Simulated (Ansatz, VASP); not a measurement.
**Sb: VASP beside Ansatz**

```
Sb
1.0
    -1.89413    1.89413    1.89413
     1.89413   -1.89413    1.89413
     1.89413    1.89413   -1.89413
Sb
1
Direct
  0.00000 0.00000 0.00000
```

Alike in both runs: task relaxation of cell and atoms; functional LDA; k mesh 12 × 12 × 12; occupations fermi-dirac, width 0.1 eV; no spin polarisation.

```csv
,VASP,Ansatz
version,VASP 6.6.1,Ansatz 0.2.0
potentials or method,"VASP PAW LDA potentials, release 64 (Sb), cutoff 600 eV","plane waves (420 eV) with PAW, scalar-relativistic"
valence electrons in the cell,5,15
```

|  | VASP | Ansatz | Ansatz less VASP |
| --- | --- | --- | --- |
| relaxed volume (Å³/atom) | 25.58 | 25.52 | -0.053 |
| relaxed cell length with the largest relative difference (Å) | 3.215 | 3.213 | -0.0022 |

Ansatz warns that its potentials were made for another functional, while VASP's fit it. LDA's correlation is that of Perdew and Zunger in VASP and of Perdew and Wang (1992) in Ansatz. VASP's potentials hold 5 valence electrons a cell and Ansatz's 15, so a difference there can come from the potentials and not from the codes.

Spin-orbit coupling is off throughout.
